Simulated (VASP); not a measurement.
Runs of VASP 6.6.1 on CdTe. The structure is that of space group F-43m (No. 216), or close to it. The cells are those of the table. 

```tsv
task	level	potentials or basis	cell	gap on the mesh (eV)	pressure (GPa)	relaxed volume (Å³/atom)
single point	PBE+D3(BJ)	VASP PAW PBE potentials, release 64 (Cd, Te)	a = 4.610 Å, angles 60.0°, 2 atoms	0.71	0.1	-
relaxation of cell and atoms	revPBE+D3(BJ)	VASP PAW PBE potentials, release 64 (Cd, Te)	relaxed from a = 4.533 Å, angles 60.0°, 2 atoms	0.86	0.0	34.27
relaxation of cell and atoms	PBE+D3(BJ)	VASP PAW PBE potentials, release 64 (Cd, Te)	relaxed from a = 4.533 Å, angles 60.0°, 2 atoms	0.70	0.0	34.73
single point	revPBE+D3(BJ)	VASP PAW PBE potentials, release 64 (Cd, Te)	a = 4.590 Å, angles 60.0°, 2 atoms	0.86	0.1	-
relaxation of cell and atoms	LDA	VASP PAW LDA potentials, release 64 (Cd, Te)	relaxed from a = 4.533 Å, angles 60.0°, 2 atoms	0.62	-0.1	(c)
single point	LDA	VASP PAW LDA potentials, release 64 (Cd, Te)	a = 4.533 Å, angles 60.0°, 2 atoms	(b)	(a)	-
```

Alike in all rows: no spin polarisation; k mesh 5 × 5 × 5; cutoff (eV) 500; smearing gaussian 0.01 eV.

Problem. Estimate the missing entries.

Solution. (a) 0.3; (b) 0.65; (c) 33.22.

Caveats: spin-orbit coupling is left out, which moves the levels of the heavy elements; the PAW data sets were made with another functional, which shifts forces and pressure a little (some runs).

A k mesh can miss the band edges, and the runs leave out spin-orbit coupling on Cd, Te.
